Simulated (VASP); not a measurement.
Here is a VASP 6.6.1 calculation.

File INCAR:

```
PREC     = Accurate       # precision mode
ENCUT    = 520            # plane-wave cutoff, eV
EDIFF    = 1E-6           # SCF threshold, eV
ISMEAR   = 0              # smearing method
SIGMA    = 0.05           # smearing width, eV
LREAL    = False          # projectors in reciprocal space
LASPH    = True           # aspherical terms in the spheres
NELM     = 80             # most SCF steps
ALGO     = Normal         # electronic algorithm
ISIF     = 2              # what is computed and relaxed
LWAVE    = False          # write WAVECAR
LCHARG   = False          # write CHGCAR
GGA      = CA             # functional
NBANDS   = 16             # bands
```

KPOINTS

```
regular mesh
0
Gamma
  9 9 6
```

POSCAR

```
AlN
1.0
    3.2211525400      0.0000000000      0.0000000000
   -1.6105762700      2.7895999291      0.0000000000
    0.0000000000      0.0000000000      4.0322059422
Al N
2 2
Direct
    0.3333333333      0.6666666667      0.7554689695
    0.6666666667      0.3333333333      0.2554689695
    0.3333333333      0.6666666667      0.2394651809
    0.6666666667      0.3333333333      0.7394651809
```

Potentials or basis: VASP PAW LDA potentials, release 64 (Al, N).

Command:

```bash
$ cat potpaw_LDA.64/Al/POTCAR potpaw_LDA.64/N/POTCAR > POTCAR
$ mpirun -np 1 vasp_std > vasp.out
```

Predict the largest force.

0.301 eV/Å.

Predict the band gap on the k mesh.

4.01 eV, direct.

Stress tensor (GPa, compression positive):
```
13.78  0.00  0.00
 0.00 13.78  0.00
 0.00  0.00 14.25
```

A k mesh can miss the band edges. Expect the measured gap to be larger: semilocal functionals such as LDA lack the derivative discontinuity.
